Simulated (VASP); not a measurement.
# SrO (Fm-3m) in VASP: notebook

Runs on SrO. Level: PBE. Tasks: electric field gradients.

Program: VASP 6.6.1. These are calculated values, not measurements. Logs are shortened: lines on timing, memory, paths and dates and some standing lists are left out, and cuts for length are marked.

**1. The cell of the first run**

Symmetry: Fm-3m, No. 225, cubic system. Conventional cell: a = 5.096 Å, b = 5.096 Å, c = 5.096 Å, α = 90.00°, β = 90.00°, γ = 90.00°. Within 3.4 Å of Sr (site symmetry m-3m) lie 6 O at 2.55 Å. Within 3.4 Å of O (site symmetry m-3m) lie 6 Sr at 2.55 Å.

**2. Electric field gradients, PBE (volume scaled by 0.975)**

INCAR

```
PREC = Accurate
ENCUT = 520
EDIFF = 1E-8
ISMEAR = -1
SIGMA = 0.02
LREAL = F
LASPH = T
NELM = 60
ALGO = Normal
ISIF = 2
LWAVE = F
LCHARG = F
GGA = PE
LEFG = T
NBANDS = 15
```

KPOINTS

```
Automatic mesh
0
Gamma
  8 8 8
```

POSCAR

```
SrO
1.0
    0.0000000000      2.5482040210      2.5482040210
    2.5482040210      0.0000000000      2.5482040210
    2.5482040210      2.5482040210      0.0000000000
Sr O
1 1
Direct
    0.0000000000      0.0000000000      0.0000000000
    0.5000000000      0.5000000000      0.5000000000
```

Potentials or basis: VASP PAW PBE potentials, release 64 (Sr_sv, O).

Launch:

```
cat potpaw_PBE.64/Sr_sv/POTCAR potpaw_PBE.64/O/POTCAR > POTCAR
mpirun -np 1 vasp_std > vasp.out
```

OUTCAR:

```text
PREC = Accurate
   ENCUT = 520
   EDIFF = 1E-8
   ISMEAR = -1
   LREAL = F
   LASPH = T
   NELM = 60
   ISIF = 2
   GGA = PE

 ion  position               nearest neighbor table
   1  0.000  0.000  0.000-   2 2.55   2 2.55   2 2.55   2 2.55   2 2.55   2 2.55
   2  0.500  0.500  0.500-   1 2.55   1 2.55   1 2.55   1 2.55   1 2.55   1 2.55

  LATTYP: Found a face centered cubic cell.
 ALAT       =     5.0964080420

  Lattice vectors:

 A1 = (   0.0000000000,   2.5482040210,   2.5482040210)
 A2 = (   2.5482040210,   0.0000000000,   2.5482040210)
 A3 = (   2.5482040210,   2.5482040210,   0.0000000000)

Analysis of symmetry for initial positions (statically):
=====================================================================
 Subroutine PRICEL returns:
 Original cell was already a primitive cell.

 Routine SETGRP: Setting up the symmetry group for a
 face centered cubic supercell.

 Subroutine GETGRP returns: Found 48 space group operations
 (whereof 48 operations were pure point group operations)
 out of a pool of 48 trial point group operations.

The static configuration has the point symmetry O_h .

Analysis of symmetry for dynamics (positions and initial velocities):
=====================================================================
 Subroutine PRICEL returns:
 Original cell was already a primitive cell.

 Routine SETGRP: Setting up the symmetry group for a
 face centered cubic supercell.

 Subroutine GETGRP returns: Found 48 space group operations
 (whereof 48 operations were pure point group operations)
 out of a pool of 48 trial point group operations.

The dynamic configuration has the point symmetry O_h .

 Subroutine INISYM returns: Found 48 space group operations
 (whereof 48 operations are pure point group operations),
 and found     1 'primitive' translations

----------------------------------------------------------------------------------------

                                     Primitive cell

  volume of cell :      33.0927

  direct lattice vectors                    reciprocal lattice vectors
     0.000000000  2.548204021  2.548204021    -0.196216628  0.196216628  0.196216628
     2.548204021  0.000000000  2.548204021     0.196216628 -0.196216628  0.196216628
     2.548204021  2.548204021  0.000000000     0.196216628  0.196216628 -0.196216628

  length of vectors
     3.603704686  3.603704686  3.603704686     0.339857169  0.339857169  0.339857169

  position of ions in fractional coordinates (direct lattice)
     0.000000000  0.000000000  0.000000000
     0.500000000  0.500000000  0.500000000

  ion indices of the primitive-cell ions
   primitive index   ion index
                 1           1
                 2           2

----------------------------------------------------------------------------------------

 KPOINTS: Automatic mesh

Automatic generation of k-mesh.
 Grid dimensions read from file:
 generate k-points for:    8    8    8

 Generating k-lattice:

  Cartesian coordinates                     Fractional coordinates (reciprocal lattice)
    -0.024527078  0.024527078  0.024527078     0.125000000  0.000000000  0.000000000
     0.024527078 -0.024527078  0.024527078     0.000000000  0.125000000  0.000000000
     0.024527078  0.024527078 -0.024527078     0.000000000  0.000000000  0.125000000

  Length of vectors
     0.042482146  0.042482146  0.042482146

  Shift w.r.t. Gamma in fractional coordinates (k-lattice)
     0.000000000  0.000000000  0.000000000

 Subroutine IBZKPT returns following result:
 ===========================================

 Found     29 irreducible k-points:

 Following reciprocal coordinates:
            Coordinates               Weight
  0.000000  0.000000  0.000000      1.000000
  0.125000  0.000000  0.000000      8.000000
  0.250000  0.000000  0.000000      8.000000
  0.375000  0.000000  0.000000      8.000000
  0.500000  0.000000  0.000000      4.000000
  0.125000  0.125000  0.000000      6.000000
[... 16 lines left out ...]
  0.500000  0.250000  0.125000     48.000000
 -0.375000  0.250000  0.125000     24.000000
 [... further k-points ...]
   k-points           NKPTS =     29   k-points in BZ     NKDIM =     29   number of bands    NBANDS=     15
   number of dos      NEDOS =    301   number of ions     NIONS =      2
   total plane-waves  NPLWV =  21952
   dimension x,y,z NGX =    28 NGY =   28 NGZ =   28
   dimension x,y,z NGXF=    56 NGYF=   56 NGZF=   56
   ions per type =               1   1
   NGX,Y,Z   is equivalent  to a cutoff of  12.92, 12.92, 12.92 a.u.
   NGXF,Y,Z  is equivalent  to a cutoff of  25.83, 25.83, 25.83 a.u.
 SYSTEM =  unknown system
   PREC   = accura    normal or accurate (medium, high low for compatibility)
   ISTART =      0    job   : 0-new  1-cont  2-samecut
   ICHARG =      2    charge: 1-file 2-atom 10-const
   ISPIN  =      1    spin polarized calculation?
   LNONCOLLINEAR =      F non collinear calculations
   LSORBIT =      F    spin-orbit coupling
   LASPH  =      T    aspherical Exc in radial PAW
   ENCUT  =  520.0 eV  38.22 Ry    6.18 a.u.   6.70  6.70  6.70*2*pi/ulx,y,z
   NELM   =     60;   NELMIN=  2; NELMDL= -5     # of ELM steps
   EDIFF  = 0.1E-07   stopping-criterion for ELM
   LREAL  =      F    real-space projection
   EDIFFG = 0.1E-06   stopping-criterion for IOM
   NSW    =      0    number of steps for IOM
   IBRION =     -1    ionic relax: 0-MD 1-quasi-New 2-CG
   NFREE  =      0    steps in history (QN), initial steepest desc. (CG)
   ISIF   =      2    stress and relaxation
   ISYM   =      2    0-nonsym 1-usesym 2-fastsym
   POTIM  = 0.5000    time-step for ionic-motion
   TEBEG  =    0.0;   TEEND  =   0.0 temperature during run
   PSTRESS=    0.0 pullay stress
   NELECT =      16.0000    total number of electrons
   NUPDOWN=      -1.0000    fix difference up-down
   EMIN   =  10.00;   EMAX   =-10.00  energy-range for DOS
   EFERMI =   0.00;   METHOD = LEGACY
   ISMEAR =    -1;   SIGMA  =   0.02  broadening in eV -4-tet -1-fermi 0-gaus
   EFERMI_NEDOS =   21; number of points for ismear=-14 and -15
   IALGO  =     38    algorithm
   IMIX   =      4    mixing-type and parameters
     AMIX     =   0.40;   BMIX     =  1.00
     AMIX_MAG =   1.60;   BMIX_MAG =  1.00
  volume/ion in A,a.u.               =      16.55       111.66
  Fermi-wavevector in a.u.,A,eV,Ry     =   1.284904  2.428116 22.462918  1.650978
  Thomas-Fermi vector in A             =   2.417070
   LORBIT       =      0    0 simple, 1 ext, 2 COOP (PROOUT), +10 PAW based schemes
   GGA     = PE    functional components
   LHFCALC =     F    Hartree Fock is set to
   AEXX    =    0.0000 exact exchange contribution
   IVDW    =     0    specifies the selected vdW correction
   LEPSILON=     F    determine dielectric tensor
   LRPA    =     F    only Hartree local field effects (RPA)
 non-spin polarized calculation
  energy-cutoff  :      520.00
  volume of cell :       33.09
 maximum number of plane-waves:       905
   NGX = 13   NGY = 13   NGZ = 13

 number of electron      15.9999995 magnetization

 Free energy of the ion-electron system (eV)
  ---------------------------------------------------
  ext. energy  EPLUGINS =         0.00000000
  ---------------------------------------------------
  free energy    TOTEN  =       -12.01419200 eV

  energy without entropy =      -12.01419200  energy(sigma->0) =      -12.01419200

 E-fermi :   2.2023     XC(G=0): -10.1533

 val. band max:        1.7919953247   @ k =   0.0000   0.0000   0.0000
 cond. band min:       5.0394981084   @ k =   0.5000   0.5000   0.0000
 fundamental gap:      3.2475027837
 Fermi energy:         2.2023488318

 k-point     1 :       0.0000    0.0000    0.0000
  band No.  band energies     occupation
      1     -30.5057      2.00000
      2     -13.3322      2.00000
      3     -12.1140      2.00000
      4     -12.1140      2.00000
      5     -12.1140      2.00000
      6       1.7920      2.00000
      7       1.7920      2.00000
      8       1.7920      2.00000
      9       5.9698      0.00000
     10       8.0604      0.00000
     11       8.0604      0.00000
     12       8.0604      0.00000
     13      10.2885      0.00000
     14      10.2885      0.00000
[... 401 lines left out ...]
      2     -14.5690      2.00000
      3     -12.5358      2.00000
      4     -12.3639      2.00000
      5     -11.2869      2.00000
      6       0.1857      2.00000
      7       0.9025      2.00000
      8       0.9930      2.00000
      9       8.2574      0.00000
     10       8.6317      0.00000
     11      11.3207      0.00000
     12      11.4529      0.00000
     13      13.6279      0.00000
     14      14.9955      0.00000
     15      15.4801      0.00000

 [... further k-points ...]

------------------------ aborting loop because EDIFF is reached ----------------------------------------

  FORCE on cell =-STRESS in cart. coord.  units (eV):
  Direction    XX          YY          ZZ          XY          YZ          ZX
  --------------------------------------------------------------------------------------
  -------------------------------------------------------------------------------------
  Total        1.2779263      1.2779263      1.2779263      0.0000000     -0.0000000     -0.0000000
  in kB       61.8705273     61.8705273     61.8705273      0.0000000     -0.0000000     -0.0000000
  external PRESSURE =      61.8705273 kB  Pullay stress =       0.0000000 kB

 VOLUME and BASIS-vectors are now :
 -----------------------------------------------------------------------------
  energy-cutoff  :      520.00
  volume of cell :       33.09
      direct lattice vectors                 reciprocal lattice vectors
     0.000000000  2.548204021  2.548204021    -0.196216628  0.196216628  0.196216628
     2.548204021  0.000000000  2.548204021     0.196216628 -0.196216628  0.196216628
     2.548204021  2.548204021  0.000000000     0.196216628  0.196216628 -0.196216628

 POSITION                                       TOTAL-FORCE (eV/Angst)
 -----------------------------------------------------------------------------------
      0.00000      0.00000      0.00000         0.000000     -0.000000      0.000000
      2.54820      2.54820      2.54820        -0.000000      0.000000     -0.000000
 -----------------------------------------------------------------------------------
    total drift:                                0.000000      0.000000      0.000000

  FREE ENERGIE OF THE ION-ELECTRON SYSTEM (eV)
  ---------------------------------------------------
  free  energy   TOTEN  =       -12.0141920002 eV

  energy  without entropy=      -12.0141920002  energy(sigma->0) =      -12.01419200

 Electric field gradients (V/A^2)
---------------------------------------------------------------------
 ion       V_xx      V_yy      V_zz      V_xy      V_xz      V_yz
---------------------------------------------------------------------
   1       0.000    -0.000    -0.000     0.000     0.000     0.000
   2       0.000    -0.000     0.000    -0.001    -0.001    -0.001
---------------------------------------------------------------------

 Electric field gradients after diagonalization (V/A^2)
 (convention: |V_zz| > |V_xx| > |V_yy|)
----------------------------------------------------------------------
 ion       V_xx      V_yy      V_zz     asymmetry (V_yy - V_xx)/ V_zz
----------------------------------------------------------------------
   1      -0.000    -0.000     0.000       0.000
   2       0.001     0.001    -0.003       0.000
----------------------------------------------------------------------

           NMR quadrupolar parameters

 Cq : quadrupolar parameter    Cq=e*Q*V_zz/h
 eta: asymmetry parameters     (V_yy - V_xx)/ V_zz
 Q  : nuclear electric quadrupole moment in mb (millibarn)
----------------------------------------------------------------------
 ion       Cq(MHz)       eta       Q (mb)
----------------------------------------------------------------------
   1       0.000       0.000       1.000
   2      -0.000       0.000       1.000
----------------------------------------------------------------------
```

Wall time 15 s (1 thread of Intel Xeon Platinum 8259CL at 2.50GHz (Skylake/Cascade Lake), shared host); peak memory 0.16 GiB.

Results:

```
Free energy            : -12.0142 eV
Pressure               : 6.2 GPa
Band gap on the k mesh : 3.25 eV, indirect (least direct gap 3.32 eV)
```

Caveat: without QUAD_EFG the Cq values of the log hold for a quadrupole moment of 1 mb, not for the nuclei. A k mesh can miss the band edges.

**3. Electric field gradients, PBE (volume scaled by 0.98)**

INCAR

```
SYSTEM = SrO
  PREC = Accurate
  ENCUT = 520
  EDIFF = 1E-8
  ISMEAR = -1
  SIGMA = 0.02
  LREAL = .FALSE.
  LASPH = .TRUE.
  NELM = 100
  ALGO = Normal
  ISIF = 2
  LWAVE = .FALSE.
  LCHARG = .FALSE.
  GGA = PE
  LEFG = .TRUE.
  NBANDS = 15
```

KPOINTS

```
Automatic mesh
0
G
  8 8 8
  0 0 0
```

POSCAR

```
SrO
1.0
    0.0000000000      2.5525525005      2.5525525005
    2.5525525005      0.0000000000      2.5525525005
    2.5525525005      2.5525525005      0.0000000000
Sr O
1 1
Direct
    0.0000000000      0.0000000000      0.0000000000
    0.5000000000      0.5000000000      0.5000000000
```

Potentials or basis: VASP PAW PBE potentials, release 64 (Sr_sv, O).

Launch:

```
cat potpaw_PBE.64/Sr_sv/POTCAR potpaw_PBE.64/O/POTCAR > POTCAR
mpirun -np 1 vasp_std > vasp.out
```

OUTCAR:

```text
SYSTEM = SrO
   PREC = Accurate
   ENCUT = 520
   EDIFF = 1E-8
   ISMEAR = -1
   LREAL = .FALSE.
   LASPH = .TRUE.
   NELM = 100
   ISIF = 2
   GGA = PE

 ion  position               nearest neighbor table
   1  0.000  0.000  0.000-   2 2.55   2 2.55   2 2.55   2 2.55   2 2.55   2 2.55
   2  0.500  0.500  0.500-   1 2.55   1 2.55   1 2.55   1 2.55   1 2.55   1 2.55

  LATTYP: Found a face centered cubic cell.
 ALAT       =     5.1051050010

  Lattice vectors:

 A1 = (   0.0000000000,   2.5525525005,   2.5525525005)
[... 644 lines left out ...]
  ---------------------------------------------------
  free  energy   TOTEN  =       -12.0205532802 eV

  energy  without entropy=      -12.0205532802  energy(sigma->0) =      -12.02055328

 Electric field gradients (V/A^2)
---------------------------------------------------------------------
 ion       V_xx      V_yy      V_zz      V_xy      V_xz      V_yz
---------------------------------------------------------------------
   1       0.000    -0.000     0.000     0.000     0.000     0.000
   2      -0.000     0.000     0.000    -0.001    -0.001    -0.001
---------------------------------------------------------------------

 Electric field gradients after diagonalization (V/A^2)
 (convention: |V_zz| > |V_xx| > |V_yy|)
----------------------------------------------------------------------
 ion       V_xx      V_yy      V_zz     asymmetry (V_yy - V_xx)/ V_zz
----------------------------------------------------------------------
   1      -0.000    -0.000     0.000       0.000
   2       0.001     0.001    -0.002       0.000
----------------------------------------------------------------------

           NMR quadrupolar parameters

 Cq : quadrupolar parameter    Cq=e*Q*V_zz/h
 eta: asymmetry parameters     (V_yy - V_xx)/ V_zz
 Q  : nuclear electric quadrupole moment in mb (millibarn)
----------------------------------------------------------------------
 ion       Cq(MHz)       eta       Q (mb)
----------------------------------------------------------------------
   1       0.000       0.000       1.000
   2      -0.000       0.000       1.000
----------------------------------------------------------------------
```

OSZICAR:

```text
N       E                     dE             d eps       ncg     rms          rms(c)
DAV:   1     0.642552972829E+02    0.64255E+02   -0.85229E+03   870   0.105E+03
DAV:   2    -0.111443579854E+02   -0.75400E+02   -0.68855E+02  1194   0.217E+02
DAV:   3    -0.141661820379E+02   -0.30218E+01   -0.30058E+01  1135   0.386E+01
DAV:   4    -0.142275263579E+02   -0.61344E-01   -0.61340E-01  1079   0.537E+00
DAV:   5    -0.142291443138E+02   -0.16180E-02   -0.16180E-02  1091   0.700E-01    0.172E+01
DAV:   6    -0.121608111637E+02    0.20683E+01   -0.65728E+00   891   0.197E+01    0.202E+01
DAV:   7    -0.120292077443E+02    0.13160E+00   -0.28091E-01  1024   0.476E+00    0.118E+01
DAV:   8    -0.120184225830E+02    0.10785E-01   -0.11472E-01  1101   0.336E+00    0.499E-01
DAV:   9    -0.120199341658E+02   -0.15116E-02   -0.54976E-03  1112   0.473E-01    0.230E-01
DAV:  10    -0.120204052864E+02   -0.47112E-03   -0.45100E-04   933   0.196E-01    0.790E-02
DAV:  11    -0.120205360075E+02   -0.13072E-03   -0.12541E-04   954   0.831E-02    0.264E-02
DAV:  12    -0.120205533809E+02   -0.17373E-04   -0.26418E-05   905   0.379E-02    0.189E-02
DAV:  13    -0.120205535188E+02   -0.13791E-06   -0.12173E-06   968   0.971E-03    0.324E-03
DAV:  14    -0.120205532745E+02    0.24431E-06   -0.10354E-07  1164   0.242E-03    0.243E-03
DAV:  15    -0.120205532802E+02   -0.56855E-08   -0.63164E-09   761   0.746E-04
   1 F= -.12020553E+02 E0= -.12020553E+02  d E =-.978164E-14
```

stdout:

```text
POSCAR found type information on POSCAR SrO
 POSCAR found :  2 types and       2 ions
 scaLAPACK will be used
 LDA part: xc-table for (Slater+PW92), standard interpolation
 POSCAR, INCAR and KPOINTS ok, starting setup
 FFT: planning ... GRIDC
 FFT: planning ... GRID_SOFT
 FFT: planning ... GRID
 WAVECAR not read
 entering main loop
ion   1

ion   2
```

Wall time 15 s (1 thread of Intel Xeon Platinum 8259CL at 2.50GHz (Skylake/Cascade Lake), shared host); peak memory 0.16 GiB.

Results:

| Property | Result |
| --- | --- |
| Free energy | -12.0206 eV |
| Pressure | 5.6 GPa |
| Band gap on the k mesh | 3.25 eV, indirect (least direct gap 3.32 eV) |

Levels at points of the mesh, in eV from the valence-band top:
| k point | band 6 | band 7 | band 8 | band 9 | band 10 | band 11 |
| --- | --- | --- | --- | --- | --- | --- |
| (0.00, 0.00, 0.00) | 0.00 | 0.00 | 0.00 | 4.14 | 6.26 | 6.26 |
| (0.50, 0.00, 0.00) | -2.21 | -1.18 | -1.18 | 6.65 | 8.63 | 8.97 |
| (0.50, 0.50, 0.00) | -0.39 | -0.07 | -0.07 | 3.25 | 7.97 | 10.32 |

Caveat: without QUAD_EFG the Cq values of the log hold for a quadrupole moment of 1 mb, not for the nuclei.

[end of part 1 of 2]
